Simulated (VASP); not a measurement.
# AlCu3 (Pm-3m) in VASP: a series of runs

AlCu3 is run at these levels: PBEsol; tasks: relaxation of cell and atoms.

All numbers are computed with VASP 6.6.1; they aren't measurements. Logs are shortened: lines on timing, memory, paths and dates and some standing lists are left out, and cuts for length are marked.

**1. The cell of the first run**

The structure is cubic, space group Pm-3m (No. 221). Conventional cell: a = 3.632 Å, b = 3.632 Å, c = 3.632 Å, α = 90.00°, β = 90.00°, γ = 90.00°. Al (site symmetry m-3m) has 12 Cu at 2.57 Å within 3.4 Å. Within 3.4 Å of Cu (site symmetry 4/mmm) lie 4 Al at 2.57 Å and 8 Cu at 2.57 Å.

**2. Relaxation of cell and atoms, PBEsol**

File INCAR:

```
SYSTEM = AlCu3
ALGO = Fast
EDIFF = 1E-6
EDIFFG = -0.001
ENCUT = 600
GGA = PS
IBRION = 2
ISIF = 3
ISMEAR = -1
LASPH = .True.
LCHARG = .False.
LREAL = .False.
LWAVE = .False.
NELM = 80
NSW = 80
PREC = Accurate
SIGMA = 0.15
```

File KPOINTS:

```
k-points
0
Gamma
  12 12 12
  0 0 0
```

File POSCAR:

```
AlCu3
1.0
    3.6318704096      0.0000000000      0.0000000000
    0.0000000000      3.6318704096      0.0000000000
    0.0000000000      0.0000000000      3.6318704096
Al Cu
1 3
Direct
    0.0000000000      0.0000000000      0.0000000000
    0.5000000000      0.5000000000      0.0000000000
    0.5000000000      0.0000000000      0.5000000000
    0.0000000000      0.5000000000      0.5000000000
```

Potentials or basis: VASP PAW PBE potentials, release 64 (Al, Cu).

The run is started by

```sh
$ cat potpaw_PBE.64/Al/POTCAR potpaw_PBE.64/Cu/POTCAR > POTCAR
$ mpirun -np 1 vasp_std > vasp.out
```

OUTCAR:

```text
SYSTEM = AlCu3
   EDIFF = 1E-6
   EDIFFG = -0.001
   ENCUT = 600
   GGA = PS
   IBRION = 2
   ISIF = 3
   ISMEAR = -1
   LASPH = .True.
   LREAL = .False.
   NELM = 80
   NSW = 80
   PREC = Accurate

 ion  position               nearest neighbor table
   1  0.000  0.000  0.000-   2 2.57   3 2.57   4 2.57   3 2.57   4 2.57   2 2.57   4 2.57   4 2.57
                             2 2.57   3 2.57   3 2.57   2 2.57
   2  0.500  0.500  0.000-   1 2.57   3 2.57   4 2.57   3 2.57   4 2.57   1 2.57   3 2.57   3 2.57
                             1 2.57   4 2.57   4 2.57   1 2.57
   3  0.500  0.000  0.500-   1 2.57   2 2.57   4 2.57   1 2.57   2 2.57   2 2.57   4 2.57   2 2.57
                             1 2.57   4 2.57   1 2.57   4 2.57
   4  0.000  0.500  0.500-   1 2.57   2 2.57   3 2.57   1 2.57   2 2.57   1 2.57   3 2.57   1 2.57
                             2 2.57   3 2.57   2 2.57   3 2.57

  LATTYP: Found a simple cubic cell.
 ALAT       =     3.6318704096

  Lattice vectors:

 A1 = (   3.6318704096,   0.0000000000,   0.0000000000)
 A2 = (   0.0000000000,   3.6318704096,   0.0000000000)
 A3 = (   0.0000000000,   0.0000000000,   3.6318704096)

Analysis of symmetry for initial positions (statically):
=====================================================================
 Subroutine PRICEL returns:
 Original cell was already a primitive cell.

 Routine SETGRP: Setting up the symmetry group for a
 simple cubic supercell.

 Subroutine GETGRP returns: Found 48 space group operations
 (whereof 48 operations were pure point group operations)
 out of a pool of 48 trial point group operations.

The static configuration has the point symmetry O_h .

Analysis of symmetry for dynamics (positions and initial velocities):
=====================================================================
 Subroutine PRICEL returns:
 Original cell was already a primitive cell.

 Routine SETGRP: Setting up the symmetry group for a
 simple cubic supercell.

 Subroutine GETGRP returns: Found 48 space group operations
 (whereof 48 operations were pure point group operations)
 out of a pool of 48 trial point group operations.

The dynamic configuration has the point symmetry O_h .

 Subroutine INISYM returns: Found 48 space group operations
 (whereof 48 operations are pure point group operations),
 and found     1 'primitive' translations

----------------------------------------------------------------------------------------

                                     Primitive cell

  volume of cell :      47.9061

  direct lattice vectors                    reciprocal lattice vectors
     3.631870410  0.000000000  0.000000000     0.275340221  0.000000000  0.000000000
     0.000000000  3.631870410  0.000000000     0.000000000  0.275340221  0.000000000
     0.000000000  0.000000000  3.631870410     0.000000000  0.000000000  0.275340221

  length of vectors
     3.631870410  3.631870410  3.631870410     0.275340221  0.275340221  0.275340221

  position of ions in fractional coordinates (direct lattice)
     0.000000000  0.000000000  0.000000000
     0.500000000  0.500000000  0.000000000
     0.500000000  0.000000000  0.500000000
     0.000000000  0.500000000  0.500000000

  ion indices of the primitive-cell ions
   primitive index   ion index
                 1           1
                 2           2
                 3           3
                 4           4

----------------------------------------------------------------------------------------

 KPOINTS: k-points

Automatic generation of k-mesh.
 Grid dimensions read from file:
 generate k-points for:   12   12   12

 Generating k-lattice:

  Cartesian coordinates                     Fractional coordinates (reciprocal lattice)
     0.022945018  0.000000000  0.000000000     0.083333333  0.000000000  0.000000000
     0.000000000  0.022945018  0.000000000     0.000000000  0.083333333  0.000000000
     0.000000000  0.000000000  0.022945018     0.000000000  0.000000000  0.083333333

  Length of vectors
     0.022945018  0.022945018  0.022945018

  Shift w.r.t. Gamma in fractional coordinates (k-lattice)
     0.000000000  0.000000000  0.000000000

 Subroutine IBZKPT returns following result:
 ===========================================

 Found     84 irreducible k-points:

 Following reciprocal coordinates:
            Coordinates               Weight
  0.000000  0.000000  0.000000      1.000000
  0.083333  0.000000  0.000000      6.000000
  0.166667  0.000000  0.000000      6.000000
  0.250000  0.000000  0.000000      6.000000
  0.333333  0.000000  0.000000      6.000000
  0.416667  0.000000  0.000000      6.000000
[... 16 lines left out ...]
  0.333333  0.333333  0.000000     12.000000
  0.416667  0.333333  0.000000     24.000000
 [... further k-points ...]
   k-points           NKPTS =     84   k-points in BZ     NKDIM =     84   number of bands    NBANDS=     22
   number of dos      NEDOS =    301   number of ions     NIONS =      4
   total plane-waves  NPLWV =  27000
   dimension x,y,z NGX =    30 NGY =   30 NGZ =   30
   dimension x,y,z NGXF=    60 NGYF=   60 NGZF=   60
   ions per type =               1   3
   NGX,Y,Z   is equivalent  to a cutoff of  13.73, 13.73, 13.73 a.u.
   NGXF,Y,Z  is equivalent  to a cutoff of  27.46, 27.46, 27.46 a.u.
 SYSTEM =  AlCu3
   PREC   = accura    normal or accurate (medium, high low for compatibility)
   ISTART =      0    job   : 0-new  1-cont  2-samecut
   ICHARG =      2    charge: 1-file 2-atom 10-const
   ISPIN  =      1    spin polarized calculation?
   LNONCOLLINEAR =      F non collinear calculations
   LSORBIT =      F    spin-orbit coupling
   LASPH  =      T    aspherical Exc in radial PAW
   ENCUT  =  600.0 eV  44.10 Ry    6.64 a.u.   7.25  7.25  7.25*2*pi/ulx,y,z
   NELM   =     80;   NELMIN=  2; NELMDL= -5     # of ELM steps
   EDIFF  = 0.1E-05   stopping-criterion for ELM
   LREAL  =      F    real-space projection
   EDIFFG = -.1E-02   stopping-criterion for IOM
   NSW    =     80    number of steps for IOM
   IBRION =      2    ionic relax: 0-MD 1-quasi-New 2-CG
   NFREE  =      1    steps in history (QN), initial steepest desc. (CG)
   ISIF   =      3    stress and relaxation
   ISYM   =      2    0-nonsym 1-usesym 2-fastsym
   POTIM  = 0.5000    time-step for ionic-motion
   TEBEG  =    0.0;   TEEND  =   0.0 temperature during run
   PSTRESS=    0.0 pullay stress
   NELECT =      36.0000    total number of electrons
   NUPDOWN=      -1.0000    fix difference up-down
   EMIN   =  10.00;   EMAX   =-10.00  energy-range for DOS
   EFERMI =   0.00;   METHOD = LEGACY
   ISMEAR =    -1;   SIGMA  =   0.15  broadening in eV -4-tet -1-fermi 0-gaus
   EFERMI_NEDOS =   21; number of points for ismear=-14 and -15
   IALGO  =     68    algorithm
   IMIX   =      4    mixing-type and parameters
     AMIX     =   0.40;   BMIX     =  1.00
     AMIX_MAG =   1.60;   BMIX_MAG =  1.00
  volume/ion in A,a.u.               =      11.98        80.82
  Fermi-wavevector in a.u.,A,eV,Ry     =   1.488374  2.812618 30.140391  2.215256
  Thomas-Fermi vector in A             =   2.601416
   LORBIT       =      0    0 simple, 1 ext, 2 COOP (PROOUT), +10 PAW based schemes
   GGA     = PS    functional components
   LHFCALC =     F    Hartree Fock is set to
   AEXX    =    0.0000 exact exchange contribution
   IVDW    =     0    specifies the selected vdW correction
   LEPSILON=     F    determine dielectric tensor
   LRPA    =     F    only Hartree local field effects (RPA)
 conjugate gradient relaxation of ions
 non-spin polarized calculation
 RMM-DIIS sequential band-by-band and
  energy-cutoff  :      600.00
  volume of cell :       47.91
 maximum number of plane-waves:      1628
 NGX is ok and might be reduce to    30
   NGX = 15   NGY = 15   NGZ = 15

--------------------------------------- Ionic step        1  -------------------------------------------

 number of electron      35.9999978 magnetization

 Free energy of the ion-electron system (eV)
  ---------------------------------------------------
  ext. energy  EPLUGINS =         0.00000000
  ---------------------------------------------------
  free energy    TOTEN  =       -17.81866130 eV

  energy without entropy =      -17.73305432  energy(sigma->0) =      -17.77585781

------------------------ aborting loop because EDIFF is reached ----------------------------------------

  FORCE on cell =-STRESS in cart. coord.  units (eV):
  Direction    XX          YY          ZZ          XY          YZ          ZX
  --------------------------------------------------------------------------------------
  -------------------------------------------------------------------------------------
  Total        0.9369728      0.9369728      0.9369728     -0.0000000     -0.0000000     -0.0000000
  in kB       31.3362155     31.3362155     31.3362155     -0.0000000     -0.0000000     -0.0000000
  external PRESSURE =      31.3362155 kB  Pullay stress =       0.0000000 kB
[... 95 lines left out ...]
  FREE ENERGIE OF THE ION-ELECTRON SYSTEM (eV)
  ---------------------------------------------------
  free  energy   TOTEN  =       -17.8160738301 eV

  energy  without entropy=      -17.7295290115  energy(sigma->0) =      -17.77280142

[... ionic steps 4 to 14 ...]

--------------------------------------- Ionic step       15  -------------------------------------------

 number of electron      35.9999979 magnetization

------------------------ aborting loop because EDIFF is reached ----------------------------------------

  FORCE on cell =-STRESS in cart. coord.  units (eV):
  Direction    XX          YY          ZZ          XY          YZ          ZX
  --------------------------------------------------------------------------------------
  -------------------------------------------------------------------------------------
  Total       -0.1153186     -0.1153186     -0.1153186      0.0000000     -0.0000000      0.0000000
  in kB       -3.8401843     -3.8401843     -3.8401843      0.0000000     -0.0000000      0.0000000
  external PRESSURE =      -3.8401843 kB  Pullay stress =       0.0000000 kB
[... 61 lines left out ...]
  energy  without entropy=      -17.7331940454  energy(sigma->0) =      -17.77613665

--------------------------------------- Ionic step       17  -------------------------------------------

 number of electron      35.9999979 magnetization

 Free energy of the ion-electron system (eV)
  ---------------------------------------------------
  ext. energy  EPLUGINS =         0.00000000
  ---------------------------------------------------
  free energy    TOTEN  =       -17.81907924 eV

  energy without entropy =      -17.73319415  energy(sigma->0) =      -17.77613670

 E-fermi :   8.5892     XC(G=0): -12.4791

 val. band max:        8.5405450683   @ k =   0.5000   0.2500   0.2500
 cond. band min:       8.6252212154   @ k =   0.1667   0.0833   0.0833
 fundamental gap:      0.0846761471
 Fermi energy:         8.5892050362

 k-point     1 :       0.0000    0.0000    0.0000
  band No.  band energies     occupation
      1      -2.1169      2.00000
      2       3.1614      2.00000
      3       3.7299      2.00000
      4       3.7299      2.00000
      5       3.9998      2.00000
      6       3.9998      2.00000
[... 574 lines left out ...]
      6       4.4789      2.00000
[... 14 lines left out ...]
     21      14.7518      0.00000
     22      14.8372      0.00000

 [... further k-points ...]
[... 5 lines left out ...]
  --------------------------------------------------------------------------------------
  -------------------------------------------------------------------------------------
  Total       -0.0016667     -0.0016667     -0.0016667     -0.0000000     -0.0000000      0.0000000
  in kB       -0.0555007     -0.0555007     -0.0555007     -0.0000000     -0.0000000      0.0000000
  external PRESSURE =      -0.0555007 kB  Pullay stress =       0.0000000 kB
[... 19 lines left out ...]
  FREE ENERGIE OF THE ION-ELECTRON SYSTEM (eV)
  ---------------------------------------------------
  free  energy   TOTEN  =       -17.8190792445 eV

  energy  without entropy=      -17.7331941489  energy(sigma->0) =      -17.77613670

 reached required accuracy - stopping structural energy minimisation
```

It took 20 min on 1 thread of Intel Xeon 8259CL, shared host; peak memory 0.24 GiB.

What came out:

```
Free energy                           : -17.8191 eV
Relaxed volume                        : 12.03 Å³/atom
Relaxed cell                          : a = 3.637 Å, b = 3.637 Å, c = 3.637 Å, α = 90.00°, β = 90.00°, γ = 90.00°
Space group after relaxing (to 0.1 Å) : Pm-3m (No. 221)
Energy gained by relaxing             : 0.1 meV/atom
Ionic steps                           : 17
Pressure after relaxing               : 0.0 GPa
Band gap on the k mesh                : zero (bands 18 and 19 overlap by 5.53 eV)
```

The path:
```tsv
step	energy change (eV)	largest force (eV/Å)	pressure (GPa)	volume (Å³)
1	0.0000	0.0000	3.13	47.91
2	0.0182	0.0000	-3.34	49.55
3	0.0026	0.0000	-1.96	48.68
4	0.0002	0.0000	-0.76	48.38
5	-0.0003	0.0000	-0.42	48.23
6	-0.0004	0.0000	0.07	48.07
7	-0.0004	0.0000	0.21	48.09
8	-0.0004	0.0000	-0.07	48.16
9	-0.0004	0.0000	-0.17	48.14
10	-0.0004	0.0000	-0.12	48.12
11	-0.0004	0.0000	0.28	48.10
12	-0.0004	0.0000	-0.14	48.11
13	-0.0004	0.0000	0.14	48.11
14	-0.0004	0.0000	0.06	48.11
15	-0.0004	0.0000	-0.38	48.11
16	-0.0004	0.0000	-0.03	48.11
17	-0.0004	0.0000	-0.01	48.11
```

Final structure:
```
CELL_PARAMETERS angstrom
3.63708 0.00000 0.00000
0.00000 3.63708 0.00000
0.00000 0.00000 3.63708
ATOMIC_POSITIONS crystal
Al 0.00000 0.00000 0.00000
Cu 0.50000 0.50000 0.00000
Cu 0.50000 0.00000 0.50000
Cu 0.00000 0.50000 0.50000
```

Caveat: the PAW data sets were made with another functional, which shifts forces and pressure a little.

(Part 1 of 2 ends here.)

The gap in the log of VASP goes by the Fermi energy; the results here count the filled bands.